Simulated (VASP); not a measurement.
Wanted: the native input for a VASP 6.6.1 run.

```
Task                   : single point
Functional             : LDA
Potentials or basis    : VASP PAW LDA potentials, release 64 (Rh_pv)
Cutoff                 : 520 eV
k mesh                 : 3 × 3 × 1
Occupations            : fermi-dirac, width 0.1 eV
Spin                   : no spin polarisation
Dipole correction      : no
Further INCAR settings : LREAL = Auto; ALGO = Normal; EDIFF = 1e-06; NBANDS = 142
```

The structure of Rh lies in POSCAR:

```
Rh
1.0
    5.3740120000      0.0000000000      0.0000000000
    0.0000000000      5.3740120000      0.0000000000
    0.0000000000      0.0000000000     18.7000000000
Rh
17
Direct
    0.2500000000      0.2500000000      0.0534759000
    0.7500000000      0.2500000000      0.0534759000
    0.2500000000      0.7500000000      0.0534759000
    0.7500000000      0.7500000000      0.0534759000
   -0.0004670375     -0.0006302560      0.1472381982
    0.5007715199     -0.0007250208      0.1472533653
   -0.0004664038      0.5006282094      0.1472342236
    0.5007707584      0.5007130547      0.1472518634
    0.2502006292      0.2499922353      0.2475184531
    0.7501279450      0.2499993714      0.2479330199
    0.2504111589      0.7499855297      0.2479405852
    0.7502673162      0.7499872447      0.2479293986
    0.0044004105      0.0031888624      0.3439463464
    0.4969042948      0.0039345291      0.3441409674
    0.0044187268      0.4967958779      0.3439487247
    0.4969130661      0.4960520761      0.3441429509
    0.7503560570      0.7499923204      0.4288408115
```

The input as run:

INCAR

```
ALGO = Normal
EDIFF = 1E-6
ENCUT = 520
ISIF = 2
ISMEAR = -1
LASPH = T
LCHARG = F
LREAL = Auto
LWAVE = F
NBANDS = 142
NELM = 80
PREC = Accurate
SIGMA = 0.1
```

KPOINTS

```
k-points
0
Gamma
  3 3 1
```

Potentials or basis: VASP PAW LDA potentials, release 64 (Rh_pv).

Run with:

```sh
$ cat potpaw_LDA.64/Rh_pv/POTCAR > POTCAR
$ mpirun -np 1 vasp_std > vasp.out
```

Results of the run:

| Quantity | Value |
| --- | --- |
| Largest force | 0.126 eV/Å |
| Band gap on the k mesh | zero (an odd number of electrons rules out a gap without spin polarisation) |

Caveat: the k points lie up to 0.39 Å⁻¹ apart, too coarse for converged energies and pressures of a metal.

Wall time 17 min on 1 thread of Intel(R) Xeon(R) Platinum 8259CL CPU @ 2.50GHz (Skylake/Cascade Lake), on a shared host, peak memory 0.52 GiB.
